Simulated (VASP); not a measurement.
Write the native input for VASP 6.6.1 that does the following.

```yaml
Task: relaxation of cell and atoms
Functional: PBE
Potentials_or_basis: VASP PAW PBE potentials, release 64 (Sc_sv, In_d, Sb, P)
Cutoff: 600 eV
k_mesh: 6 × 6 × 4
Occupations: gaussian, width 0.1 eV
Spin: no spin polarisation
Dipole_correction: no
Further_INCAR_settings: ALGO = Normal; EDIFF = 1e-06; IBRION = 2; EDIFFG = -0.04; NSW = 90; ISIF = 3
```

The structure of ScInSbP3 lies in POSCAR:

```
ScInSbP3
1.0
    5.3774526600      0.0000000000      0.0000000000
   -2.6887263300      4.6570106100      0.0000000000
    0.0000000000      0.0000000000      6.4187000300
Sc In Sb P
1 1 1 3
Direct
    0.6666666700      0.3333333300      0.0000000000
    0.3333333300      0.6666666700      0.5000000000
    0.0000000000      0.0000000000      0.5000000000
    0.1418073500      0.8581926500      0.0000000000
    0.1418073500      0.2836147000      0.0000000000
    0.7163853000      0.8581926500      0.0000000000
```

These files were run (other wordings do the same):

INCAR

```
SYSTEM = ScInSbP3
PREC = Accurate
ENCUT = 600
EDIFF = 1E-6
ISMEAR = 0
SIGMA = 0.1
LREAL = .False.
LASPH = .True.
NELM = 60
ALGO = Normal
ISIF = 3
LWAVE = .False.
LCHARG = .False.
GGA = PE
IBRION = 2
NSW = 90
EDIFFG = -0.04
```

KPOINTS

```
regular mesh
0
Gamma
  6 6 4
  0 0 0
```

Potentials or basis: VASP PAW PBE potentials, release 64 (Sc_sv, In_d, Sb, P).

The run is started by

```sh
$ cat potpaw_PBE.64/Sc_sv/POTCAR potpaw_PBE.64/In_d/POTCAR potpaw_PBE.64/Sb/POTCAR potpaw_PBE.64/P/POTCAR > POTCAR
$ mpirun -np 1 vasp_std > vasp.out
```

It gave:

```
Relaxed volume                         : 23.25 Å³/atom
Relaxed cell                           : a = 5.354 Å, b = 5.354 Å, c = 5.620 Å, α = 90.00°, β = 90.00°, γ = 120.00°
Space group after relaxing (to 0.05 Å) : P-6m2 (No. 187)
Energy gained by relaxing              : 64.9 meV/atom
Ionic steps                            : 13
Pressure after relaxing                : 0.2 GPa
Largest force after relaxing           : 0.018 eV/Å
Band gap on the k mesh                 : zero (band 22 reaches 6.75 eV, above the bottom of band 23 at 5.78 eV)
```

Caveat: spin-orbit coupling is left out, which moves the levels of the heavy elements; this functional lacks dispersion, which binds the layers, so the pressure and a relaxed spacing across them are unreliable.

Run time: 17 min on 1 thread of Intel(R) Xeon(R) Platinum 8488C (Sapphire Rapids), with other jobs on the host, peak memory 0.47 GiB.
